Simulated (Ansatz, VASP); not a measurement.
One calculation of N, two programs

File INCAR:

```
PREC = Accurate ; ENCUT = 520
EDIFF = 1E-6 ; ISMEAR = 0
SIGMA = 0.05 ; LREAL = False
LASPH = True ; NELM = 150
ALGO = Normal ; ISIF = 2
LWAVE = False ; LCHARG = True
ISPIN = 2 ; MAGMOM = 3.18 3.18
LORBIT = 11 ; LELF = True
LVHAR = True ; NBANDS = 16
```

KPOINTS

```
Automatic mesh
0
Gamma
  12 12 6
```

POSCAR

```
N
1.0
    3.5201316002      0.0000000000      0.0000000000
   -1.7600658001      3.0485233904      0.0000000000
    0.0000000000      0.0000000000      5.8900000000
N
2
Direct
    0.3333333333      0.6666666667      0.2500000000
    0.6666666667      0.3333333333      0.7500000000
```

Input for Ansatz:

```yaml
crystal:
  lattice:
    - [3.5201316002, 0.0, 0.0]
    - [-1.7600658001, 3.0485233904, 0.0]
    - [0.0, 0.0, 5.89]
  atoms:
    - { symbol: "N", position: [0.3333333333, 0.6666666667, 0.25], spin: 3.18 }
    - { symbol: "N", position: [0.6666666667, 0.3333333333, 0.75], spin: 3.18 }
basis:
  ecutwfc: 420
kpoints:
  mp_grid: { grid: [12, 12, 6] }
hamiltonian:
  xc: lda
scf:
  occupations: { method: gaussian, width: 0.05 }
output:
  forces: true
  stress: true
  eigenvalues: true
  populations: true
magnetization:
  spin_polarized: true
```

Change from the starting cell: strain -0.030 along x and y, +0.000 along z, atoms carried along.

Alike in both runs: task single point; functional LDA; k mesh 12 × 12 × 6; occupations gaussian, width 0.05 eV; collinear spin.

```csv
,VASP,Ansatz
version,VASP 6.6.1,Ansatz 0.2.0
potentials or method,"VASP PAW LDA potentials, release 64 (N), cutoff 520 eV","scalar-relativistic, plane waves, PAW"
valence electrons in the cell,10,10
```

Ansatz gave:

```
gap on the k mesh at the Fermi level (eV)                     : 2.05
least direct gap on the mesh (eV)                             : 2.05
pressure (GPa)                                                : -0.3
net moment per atom (μB)                                      : 3.00
size of the moment on the site where the two differ most (μB) : 2.88
```

Task: Which values does VASP return?

Result: gap on the k mesh at the Fermi level (eV): 1.92; least direct gap on the mesh (eV): 1.92; pressure (GPa): -0.3; net moment per atom (μB): 3.00; size of the moment on the site where the two differ most (μB): 1.93.

LDA's correlation is that of Perdew and Zunger in VASP and of Perdew and Wang (1992) in Ansatz. Site moments also hang on the region over which each program counts them.
